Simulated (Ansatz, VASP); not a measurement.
**Two plane-wave programs on Sr5P2**

```xyz
7
Lattice="-3.6502 3.6502 4.5627 3.6502 -3.6502 4.5627 3.6502 3.6502 -4.5627" Properties=species:S:1:pos:R:3 pbc="T T T"
Sr    1.8251    1.8251   -2.2813
Sr    1.8251   -1.8251    2.2813
Sr   -1.8251    1.8251    2.2813
Sr    1.8251    1.8251    2.2813
Sr    0.0000    0.0000    4.5627
P     3.6502    0.0000    0.0000
P     0.0000    3.6502    0.0000
```

Alike in both runs: functional PBE; k mesh 8 × 8 × 8; occupations gaussian, width 0.1 eV; no spin polarisation.

Ansatz relaxed the structure, and its values are those at the end. VASP's run is a single point on that final structure, the one shown.

```csv
,VASP,Ansatz
version,VASP 6.6.1,Ansatz 0.2.0
potentials or method,"VASP PAW PBE potentials, release 64 (Sr_sv, P), cutoff 520 eV","scalar-relativistic, plane waves, PAW"
valence electrons in the cell,60,60
```

Ansatz gave:

| Item | Value |
| --- | --- |
| gap on the k mesh at the Fermi level (eV) | none |
| pressure (GPa) | 0.0 |

Task: Estimate VASP's values.

Result: gap on the k mesh at the Fermi level (eV): none; pressure (GPa): 0.1.

A gap of «none» marks a metal or a gap that the smearing closes. The functional is the same, so the differences come from potentials, cutoffs and numerics.
